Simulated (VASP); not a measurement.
A run of VASP 6.6.1:

The input INCAR:

```
SYSTEM = Ga
ALGO = Fast
EDIFF = 1E-6
ENCUT = 520
GGA = PS
ISIF = 2
ISMEAR = -1
LASPH = .True.
LCHARG = .False.
LREAL = .False.
LWAVE = .False.
NBANDS = 20
NELM = 60
PREC = Accurate
SIGMA = 0.15
```

File KPOINTS:

```
k-points
0
Gamma
  16 16 14
  0 0 0
```

File POSCAR:

```
Ga
1.0
    1.3591747060     -3.9501231852      0.0000000000
    1.3591747060      3.9501231852      0.0000000000
    0.0000000000      0.0000000000      3.2804562506
Ga
2
Direct
    0.8663652045      0.1336347955      0.2500000000
    0.1336347955      0.8663652045      0.7500000000
```

Potentials or basis: VASP PAW PBE potentials, release 64 (Ga_d).

Launch:

```sh
$ cat potpaw_PBE.64/Ga_d/POTCAR > POTCAR
$ mpirun -np 1 vasp_std > vasp.out
```

Hardware: 1 thread of Intel Xeon 8259CL, on a shared host.

Problem. How long does it take, and how much memory?

Solution. It took 7.5 min on 1 thread of Intel Xeon 8259CL, with other jobs on the host, peak memory 0.42 GiB. Counts: scf iterations 12, k points 584.
